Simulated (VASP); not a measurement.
A run of VASP 6.6.1:

File INCAR:

```
PREC     = Accurate       # precision mode
ENCUT    = 520            # plane-wave cutoff, eV
EDIFF    = 1E-6           # SCF threshold, eV
ISMEAR   = 0              # smearing method
SIGMA    = 0.1            # smearing width, eV
LREAL    = False          # projectors in reciprocal space
LASPH    = True           # aspherical terms in the spheres
NELM     = 150            # most SCF steps
ALGO     = Fast           # electronic algorithm
ISIF     = 2              # what is computed and relaxed
LWAVE    = False          # write WAVECAR
LCHARG   = False          # write CHGCAR
ISPIN    = 2              # spin polarisation
MAGMOM   = 0.75 0.75 0.75 # initial moments
LORBIT   = 11             # projections on sites
LMAXMIX  = 4              # l up to which the mixer works
GGA      = PE             # functional
NBANDS   = 26             # bands
```

The input KPOINTS:

```
Automatic mesh
0
Gamma
  9 9 16
```

POSCAR

```
Ni
1.0
    4.2142064666      0.0000000000      0.0007898880
   -2.1071032333      3.6496099209     -0.0003949440
   -1.4043444085      0.0000000000      2.0576329484
Ni
3
Direct
    0.3333333333      0.6666666667      0.0000000000
    0.0000000000      0.0000000000      0.0000000000
    0.6666666667      0.3333333333      0.0000000000
```

Potentials or basis: VASP PAW PBE potentials, release 64 (Ni).

The run is started by

```bash
$ cat potpaw_PBE.64/Ni/POTCAR > POTCAR
$ mpirun -np 1 vasp_std > vasp.out
```

Hardware: 1 thread of Oxide Virtual Turin-like Processor (shared host).

Estimate the wall time of this run.

Wall time 6.9 min on 1 thread of Oxide Virtual Turin-like Processor (shared host), peak memory 0.44 GiB. Counts: scf iterations 14, k points 365.
